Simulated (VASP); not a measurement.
# Hf (I4/mmm) in VASP: notebook, part 2 of 2

VASP 6.6.1. The steps go on from the part before.

## Step 4: Single point, LDA (23.20 Å³/atom)

This run uses another cell than the first one, of 23.20 Å³/atom.

INCAR reads:

```
PREC = Accurate ; ENCUT = 520
EDIFF = 1E-7 ; ISMEAR = 0
SIGMA = 0.15 ; LREAL = False
LASPH = True ; NELM = 80
ALGO = Fast ; ISIF = 2
LWAVE = False ; LCHARG = True
LELF = True ; LVHAR = True
NBANDS = 11
```

KPOINTS reads:

```
Automatic mesh
0
Gamma
  20 20 20
```

POSCAR reads:

```
Hf
1.0
    0.0000000000      2.3834560315      2.0423834734
    2.3834560315      0.0000000000      2.0423834734
    2.3834560315      2.3834560315      0.0000000000
Hf
1
Direct
    0.0000000000      0.0000000000      0.0000000000
```

Potentials or basis: VASP PAW LDA potentials, release 64 (Hf_pv).

On the command line:

```sh
cat potpaw_LDA.64/Hf_pv/POTCAR > POTCAR
mpirun -np 1 vasp_std > vasp.out
```

OUTCAR:

```text
PREC = Accurate
   ENCUT = 520
   EDIFF = 1E-7
   ISMEAR = 0
   LREAL = False
   LASPH = True
   NELM = 80
   ISIF = 2

 ion  position               nearest neighbor table
   1  0.000  0.000  0.000-

  LATTYP: Found a body centered tetragonal cell.
 ALAT       =     3.3707158451
 C/A-ratio  =     1.2118396016

  Lattice vectors:

 A1 = (   0.0000000000,  -2.3834560315,  -2.0423834734)
 A2 = (   0.0000000000,   2.3834560315,  -2.0423834734)
 A3 = (   2.3834560315,   0.0000000000,   2.0423834734)

Analysis of symmetry for initial positions (statically):
=====================================================================
 Subroutine PRICEL returns:
 Original cell was already a primitive cell.

 Routine SETGRP: Setting up the symmetry group for a
 body centered tetragonal supercell.

 Subroutine GETGRP returns: Found 16 space group operations
 (whereof 16 operations were pure point group operations)
 out of a pool of 16 trial point group operations.

The static configuration has the point symmetry D_4h.

Analysis of symmetry for dynamics (positions and initial velocities):
=====================================================================
 Subroutine PRICEL returns:
 Original cell was already a primitive cell.

 Routine SETGRP: Setting up the symmetry group for a
 body centered tetragonal supercell.

 Subroutine GETGRP returns: Found 16 space group operations
 (whereof 16 operations were pure point group operations)
 out of a pool of 16 trial point group operations.

The dynamic configuration has the point symmetry D_4h.

 Subroutine INISYM returns: Found 16 space group operations
 (whereof 16 operations are pure point group operations),
 and found     1 'primitive' translations

----------------------------------------------------------------------------------------

                                     Primitive cell

  volume of cell :      23.2050

  direct lattice vectors                    reciprocal lattice vectors
     0.000000000  2.383456032  2.042383473    -0.209779410  0.209779410  0.244812008
     2.383456032  0.000000000  2.042383473     0.209779410 -0.209779410  0.244812008
     2.383456032  2.383456032  0.000000000     0.209779410  0.209779410 -0.244812008

  length of vectors
     3.138820305  3.138820305  3.370715845     0.384639729  0.384639729  0.384639729

  position of ions in fractional coordinates (direct lattice)
     0.000000000  0.000000000  0.000000000

  ion indices of the primitive-cell ions
   primitive index   ion index
                 1           1

----------------------------------------------------------------------------------------

 KPOINTS: Automatic mesh

Automatic generation of k-mesh.
 Grid dimensions read from file:
 generate k-points for:   20   20   20

 Generating k-lattice:

  Cartesian coordinates                     Fractional coordinates (reciprocal lattice)
    -0.010488970  0.010488970  0.012240600     0.050000000  0.000000000  0.000000000
     0.010488970 -0.010488970  0.012240600     0.000000000  0.050000000  0.000000000
     0.010488970  0.010488970 -0.012240600    -0.000000000 -0.000000000  0.050000000

  Length of vectors
     0.019231986  0.019231986  0.019231986

  Shift w.r.t. Gamma in fractional coordinates (k-lattice)
     0.000000000  0.000000000  0.000000000

 Subroutine IBZKPT returns following result:
 ===========================================

 Found    641 irreducible k-points:

 Following reciprocal coordinates:
            Coordinates               Weight
  0.000000  0.000000  0.000000      1.000000
  0.050000 -0.000000  0.000000      8.000000
  0.100000 -0.000000  0.000000      8.000000
  0.150000  0.000000  0.000000      8.000000
  0.200000 -0.000000  0.000000      8.000000
  0.250000 -0.000000  0.000000      8.000000
[... 16 lines left out ...]
 -0.400000  0.050000  0.000000      8.000000
 -0.350000  0.050000  0.000000      8.000000
 [... further k-points ...]
   k-points           NKPTS =    641   k-points in BZ     NKDIM =    641   number of bands    NBANDS=     11
   number of dos      NEDOS =    301   number of ions     NIONS =      1
   total plane-waves  NPLWV =  16128
   dimension x,y,z NGX =    24 NGY =   24 NGZ =   28
   dimension x,y,z NGXF=    48 NGYF=   48 NGZF=   56
   ions per type =               1
   NGX,Y,Z   is equivalent  to a cutoff of  12.71, 12.71, 13.81 a.u.
   NGXF,Y,Z  is equivalent  to a cutoff of  25.42, 25.42, 27.62 a.u.
 SYSTEM =  unknown system
   PREC   = accura    normal or accurate (medium, high low for compatibility)
   ISTART =      0    job   : 0-new  1-cont  2-samecut
   ICHARG =      2    charge: 1-file 2-atom 10-const
   ISPIN  =      1    spin polarized calculation?
   LNONCOLLINEAR =      F non collinear calculations
   LSORBIT =      F    spin-orbit coupling
   LASPH  =      T    aspherical Exc in radial PAW
   ENCUT  =  520.0 eV  38.22 Ry    6.18 a.u.   5.84  5.84  6.27*2*pi/ulx,y,z
   NELM   =     80;   NELMIN=  2; NELMDL= -5     # of ELM steps
   EDIFF  = 0.1E-06   stopping-criterion for ELM
   LREAL  =      F    real-space projection
   EDIFFG = 0.1E-05   stopping-criterion for IOM
   NSW    =      0    number of steps for IOM
   IBRION =     -1    ionic relax: 0-MD 1-quasi-New 2-CG
   NFREE  =      0    steps in history (QN), initial steepest desc. (CG)
   ISIF   =      2    stress and relaxation
   ISYM   =      2    0-nonsym 1-usesym 2-fastsym
   POTIM  = 0.5000    time-step for ionic-motion
   TEBEG  =    0.0;   TEEND  =   0.0 temperature during run
   PSTRESS=    0.0 pullay stress
   NELECT =      10.0000    total number of electrons
   NUPDOWN=      -1.0000    fix difference up-down
   EMIN   =  10.00;   EMAX   =-10.00  energy-range for DOS
   EFERMI =   0.00;   METHOD = LEGACY
   ISMEAR =     0;   SIGMA  =   0.15  broadening in eV -4-tet -1-fermi 0-gaus
   EFERMI_NEDOS =   21; number of points for ismear=-14 and -15
   IALGO  =     68    algorithm
   IMIX   =      4    mixing-type and parameters
     AMIX     =   0.40;   BMIX     =  1.00
     AMIX_MAG =   1.60;   BMIX_MAG =  1.00
  volume/ion in A,a.u.               =      23.20       156.60
  Fermi-wavevector in a.u.,A,eV,Ry     =   1.236557  2.336755 20.804320  1.529074
  Thomas-Fermi vector in A             =   2.371161
   LORBIT       =      0    0 simple, 1 ext, 2 COOP (PROOUT), +10 PAW based schemes
   GGA     = CA    functional components
   LHFCALC =     F    Hartree Fock is set to
   AEXX    =    0.0000 exact exchange contribution
   IVDW    =     0    specifies the selected vdW correction
   LEPSILON=     F    determine dielectric tensor
   LRPA    =     F    only Hartree local field effects (RPA)
 non-spin polarized calculation
 RMM-DIIS sequential band-by-band and
 Gauss-broadening in eV      SIGMA  =   0.15
  energy-cutoff  :      520.00
  volume of cell :       23.20
 maximum number of plane-waves:       640
   NGX = 11   NGY = 11   NGZ = 13

 number of electron      10.0000000 magnetization

 number of electron       9.9999999 magnetization

 Free energy of the ion-electron system (eV)
  ---------------------------------------------------
  ext. energy  EPLUGINS =         0.00000000
  ---------------------------------------------------
  free energy    TOTEN  =       -10.50499903 eV

  energy without entropy =      -10.48266363  energy(sigma->0) =      -10.49383133

 E-fermi :   4.3115     XC(G=0): -11.3072

 val. band max:        4.3112270914   @ k =  -0.2500   0.3500   0.2000
 cond. band min:       4.3133349795   @ k =  -0.3000   0.0000   0.0500
 fundamental gap:      0.0021078881
 Fermi energy:         4.3114779681

 k-point     1 :       0.0000    0.0000    0.0000
  band No.  band energies     occupation
      1     -25.6393      2.00000
      2     -25.6393      2.00000
      3     -25.6338      2.00000
      4      -2.6583      2.00000
      5       5.3256      0.00000
      6       5.3256      0.00000
      7       6.8327      0.00000
      8       7.0432      0.00000
      9       8.9903      0.00000
     10      16.0003      0.00000
     11      18.3472      0.00000

 k-point     2 :       0.0500   -0.0000    0.0000
  band No.  band energies     occupation
      1     -25.6566      2.00000
      2     -25.6436      2.00000
      3     -25.6364      2.00000
      4      -2.5728      2.00000
      5       5.3041      0.00000
      6       5.3596      0.00000
      7       6.8003      0.00000
      8       7.0288      0.00000
      9       8.9326      0.00000
     10      16.1881      0.00000
     11      18.5381      0.00000
[... 295 lines left out ...]
 k-point    24 :      -0.3500    0.0500    0.0000
  band No.  band energies     occupation
      1     -26.2431      2.00000
      2     -25.7817      2.00000
      3     -25.6793      2.00000
      4       0.4319      2.00000
      5       4.4073      0.36628
      6       4.8725      0.00000
      7       6.5542      0.00000
      8       9.2543      0.00000
      9       9.4417      0.00000
     10      14.7448      0.00000
     11      16.3663      0.00000

 [... further k-points ...]
[... 5 lines left out ...]
  --------------------------------------------------------------------------------------
  -------------------------------------------------------------------------------------
  Total       -1.8101617     -1.8101617     -1.1014354      0.0000000      0.0000000      0.0000000
  in kB     -124.9816834   -124.9816834    -76.0480454      0.0000000      0.0000000      0.0000000
  external PRESSURE =    -108.6704707 kB  Pullay stress =       0.0000000 kB

 VOLUME and BASIS-vectors are now :
 -----------------------------------------------------------------------------
  energy-cutoff  :      520.00
  volume of cell :       23.20
      direct lattice vectors                 reciprocal lattice vectors
     0.000000000  2.383456032  2.042383473    -0.209779410  0.209779410  0.244812008
     2.383456032  0.000000000  2.042383473     0.209779410 -0.209779410  0.244812008
     2.383456032  2.383456032  0.000000000     0.209779410  0.209779410 -0.244812008

 POSITION                                       TOTAL-FORCE (eV/Angst)
 -----------------------------------------------------------------------------------
      0.00000      0.00000      0.00000        -0.000000     -0.000000      0.000000
 -----------------------------------------------------------------------------------
    total drift:                               -0.000000     -0.000000      0.000000

  FREE ENERGIE OF THE ION-ELECTRON SYSTEM (eV)
  ---------------------------------------------------
  free  energy   TOTEN  =       -10.5049990284 eV

  energy  without entropy=      -10.4826636284  energy(sigma->0) =      -10.49383133
```

OSZICAR:

```text
N       E                     dE             d eps       ncg     rms          rms(c)
DAV:   1     0.122067576362E+02    0.12207E+02   -0.56982E+03 14206   0.836E+02
DAV:   2    -0.104498490890E+02   -0.22657E+02   -0.21959E+02 17943   0.153E+02
DAV:   3    -0.109052695085E+02   -0.45542E+00   -0.44968E+00 17846   0.148E+01
DAV:   4    -0.109070992410E+02   -0.18297E-02   -0.18293E-02 16264   0.113E+00
DAV:   5    -0.109071101116E+02   -0.10871E-04   -0.10870E-04 17995   0.756E-02    0.447E+01
RMM:   6    -0.106046599101E+02    0.30245E+00   -0.20004E-01 14493   0.283E+00    0.255E+01
RMM:   7    -0.105090552827E+02    0.95605E-01   -0.35764E-01 15709   0.387E+00    0.122E+00
RMM:   8    -0.105048081367E+02    0.42471E-02   -0.22991E-02 15601   0.119E+00    0.407E-01
RMM:   9    -0.105049794272E+02   -0.17129E-03   -0.25057E-03 18697   0.403E-01    0.972E-02
RMM:  10    -0.105049926759E+02   -0.13249E-04   -0.34297E-04 18770   0.145E-01    0.779E-02
RMM:  11    -0.105049986165E+02   -0.59406E-05   -0.65999E-05 19805   0.640E-02    0.853E-03
RMM:  12    -0.105049989096E+02   -0.29309E-06   -0.66508E-06 19085   0.195E-02    0.446E-03
RMM:  13    -0.105049990153E+02   -0.10565E-06   -0.15536E-06 18831   0.869E-03    0.365E-03
RMM:  14    -0.105049990284E+02   -0.13181E-07   -0.24634E-07 15031   0.383E-03
   1 F= -.10504999E+02 E0= -.10493831E+02  d E =-.223354E-01
```

Run time: 90 s. Hardware: 1 thread of Intel Xeon Platinum 8488C (Sapphire Rapids), shared host; peak memory 0.26 GiB.

Results:

```
Free energy            : -10.5050 eV
Pressure               : -10.9 GPa
Band gap on the k mesh : zero (bands 5 and 6 overlap by 1.87 eV)
```

Stress tensor (GPa, compression positive):
```
-12.50   0.00   0.00
  0.00 -12.50   0.00
  0.00   0.00  -7.60
```

Levels at points of the mesh, in eV from the Fermi level:
| k point | band 1 | band 2 | band 3 | band 4 | band 5 | band 6 | band 7 | band 8 | band 9 | band 10 |
| --- | --- | --- | --- | --- | --- | --- | --- | --- | --- | --- |
| (0.00, 0.00, 0.00) | -29.95 | -29.95 | -29.95 | -6.97 | 1.01 | 1.01 | 2.52 | 2.73 | 4.68 | 11.69 |
| (0.50, 0.00, 0.00) | -30.69 | -30.13 | -29.97 | -3.45 | 0.25 | 0.72 | 2.23 | 5.31 | 6.59 | 9.09 |
| (0.50, 0.50, 0.00) | -30.61 | -30.34 | -30.34 | -2.82 | -2.24 | 4.27 | 5.98 | 6.54 | 6.54 | 8.41 |
| (0.50, 0.00, 0.50) | -30.65 | -30.24 | -30.06 | -3.20 | -1.66 | 1.77 | 5.41 | 5.71 | 7.16 | 9.79 |

Caveat: the cell stands under tension; spin-orbit coupling is left out, which moves the levels of the heavy elements.

## Step 5: Single point, LDA (23.20 Å³/atom)

This run uses another cell than the first one, of 23.20 Å³/atom.

INCAR reads:

```
SYSTEM = Hf
  PREC = Accurate
  ENCUT = 520
  EDIFF = 1E-7
  ISMEAR = 0
  SIGMA = 0.15
  LREAL = .False.
  LASPH = .True.
  NELM = 80
  ALGO = Fast
  ISIF = 2
  LWAVE = .False.
  LCHARG = .True.
  LELF = .True.
  LVHAR = .True.
  NBANDS = 11
```

KPOINTS reads:

```
regular mesh
0
Gamma
  20 20 20
  0 0 0
```

POSCAR reads:

```
Hf
1.0
    0.0000000000      2.1502728612      2.5093684290
    2.1502728612      0.0000000000      2.5093684290
    2.1502728612      2.1502728612      0.0000000000
Hf
1
Direct
    0.0000000000      0.0000000000      0.0000000000
```

On the command line:

```sh
cat potpaw_LDA.64/Hf_pv/POTCAR > POTCAR
mpirun -np 1 vasp_std > vasp.out
```

Run time: 2 min. Hardware: 1 thread of Intel Xeon Platinum 8488C (Sapphire Rapids), shared host; peak memory 0.27 GiB.

The run converged. Its results:

* Free energy: -10.4959 eV
* Pressure: -10.9 GPa
* Band gap on the k mesh: zero (bands 5 and 6 overlap by 1.63 eV)

Stress tensor (GPa, compression positive):
```
 -8.49   0.00   0.00
  0.00  -8.49   0.00
  0.00   0.00 -15.70
```

Levels at points of the mesh, in eV from the Fermi level:
```csv
k point,band 2,band 3,band 4,band 5,band 6,band 7,band 8,band 9
"(0.00, 0.00, 0.00)",-29.92,-29.92,-6.94,0.28,2.13,2.13,2.47,5.18
"(0.50, 0.00, 0.00)",-30.11,-29.94,-3.42,0.30,0.75,2.10,5.60,6.20
"(0.50, 0.50, 0.00)",-30.07,-30.07,-3.36,-1.80,1.12,6.27,6.49,6.49
"(0.50, 0.00, 0.50)",-30.41,-30.13,-2.95,-1.90,3.39,5.38,5.42,7.63
```

Caveat: the stress differs along the axes, from -16 to -8 GPa; spin-orbit coupling is left out, which moves the levels of the heavy elements.

## Step 6: Overview

| cell | further INCAR settings | gap on the mesh (eV) | pressure (GPa) |
| --- | --- | --- | --- |
| a = 3.127, b = 3.127, c = 3.245 Å, angles 58.7, 58.7, 62.5°, 1 atom | ALGO = Fast; EDIFF = 1e-07; NBANDS = 11 | none | -7.8 |
| a = 3.084, b = 3.084, c = 3.417 Å, angles 56.4, 56.4, 67.3°, 1 atom | ALGO = Fast; EDIFF = 1e-06; NBANDS = 11 | none | -8.4 |
| a = 3.139, b = 3.139, c = 3.371 Å, angles 57.5, 57.5, 65.0°, 1 atom | ALGO = Fast; EDIFF = 1e-07; NBANDS = 11 | none | -10.9 |
| a = 3.305, b = 3.305, c = 3.041 Å, angles 62.6, 62.6, 54.8°, 1 atom | ALGO = Fast; EDIFF = 1e-07; NBANDS = 11 | none | -10.9 |

Alike in all rows: task single point; level LDA; potentials or basis VASP PAW LDA potentials, release 64 (Hf_pv); no spin polarisation; k mesh 20 × 20 × 20; cutoff (eV) 520; smearing gaussian 0.15 eV.

Caveats: spin-orbit coupling is left out, which moves the levels of the heavy elements; the cell stands under tension (at least some runs); the stress differs along the axes, from -16 to -8 GPa (at least some runs).

Absolute energies hang on the potentials; compare differences alone.
